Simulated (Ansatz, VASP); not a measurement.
## SiC: VASP beside Ansatz

POSCAR

```
SiC
1.0
    0.0000000000      2.1781449855      2.1781449855
    2.1781449855      0.0000000000      2.1781449855
    2.1781449855      2.1781449855      0.0000000000
Si C
1 1
Direct
    0.0000000000      0.0000000000      0.0000000000
    0.7844329696      0.7844329696      0.6181758853
```

File INCAR.step1:

```
ALGO     = Normal         # electronic algorithm
EDIFF    = 1E-4           # SCF threshold, eV
ENCUT    = 520            # plane-wave cutoff, eV
GGA      = PE             # functional
ISMEAR   = 0              # smearing method
LASPH    = True           # aspherical terms in the spheres
LCHARG   = False          # write CHGCAR
LREAL    = False          # projectors in reciprocal space
LWAVE    = True           # write WAVECAR
NBANDS   = 11             # bands
NELM     = 80             # most SCF steps
PREC     = Accurate       # precision mode
SIGMA    = 0.05           # smearing width, eV
```

File INCAR.step2:

```
ALGO     = Normal         # electronic algorithm
EDIFF    = 1E-7           # SCF threshold, eV
ENCUT    = 520            # plane-wave cutoff, eV
ISIF     = 2              # what is computed and relaxed
ISMEAR   = 0              # smearing method
ISTART   = 1            
LASPH    = True           # aspherical terms in the spheres
LCHARG   = False          # write CHGCAR
LMIXTAU  = True         
LREAL    = False          # projectors in reciprocal space
LWAVE    = False          # write WAVECAR
METAGGA  = R2SCAN         # meta-GGA
NBANDS   = 11             # bands
NELM     = 80             # most SCF steps
PREC     = Accurate       # precision mode
SIGMA    = 0.05           # smearing width, eV
```

Contents of KPOINTS:

```
k-points
0
Gamma
  10 10 10
```

Input for Ansatz:

```yaml
crystal:
  lattice:
    - [0.0, 2.1781449855, 2.1781449855]
    - [2.1781449855, 0.0, 2.1781449855]
    - [2.1781449855, 2.1781449855, 0.0]
  atoms:
    - { symbol: Si, position: [0.0, 0.0, 0.0] }
    - { symbol: C, position: [0.7844329696, 0.7844329696, 0.6181758853] }
basis:
  ecutwfc: 500
kpoints:
  mp_grid: { grid: [10, 10, 10] }
hamiltonian:
  xc: r2scan
scf:
  occupations: { method: gaussian, width: 0.05 }
output:
  forces: true
  stress: true
  eigenvalues: true
  write_density: true
  write_potential: true
  elf: true
  volumetric_format: npy
```

Alike in both runs: task single point; functional r2SCAN; k mesh 10 × 10 × 10; occupations gaussian, width 0.05 eV; no spin polarisation.

```csv
,VASP,Ansatz
version,VASP 6.6.1,Ansatz 0.2.0
potentials or method,"VASP PAW PBE potentials, release 64 (Si, C), cutoff 520 eV","scalar-relativistic, plane waves, PAW"
valence electrons in the cell,8,8
```

```tsv
	VASP	Ansatz	Ansatz less VASP
gap on the k mesh at the Fermi level (eV)	0.59	0.59	-0.006
least direct gap on the mesh (eV)	4.36	4.35	-0.012
pressure (GPa)	21.8	22.3	+0.56
traceless stress, the component that is largest in VASP (GPa)	-29.39	-29.75	-0.362
rms of the force components (eV/Å)	7.195	7.239	+0.0435
```

VASP's potentials were made for PBE, not for r2SCAN. Atom by atom the forces differ by 0.044 eV/Å (rms over components).
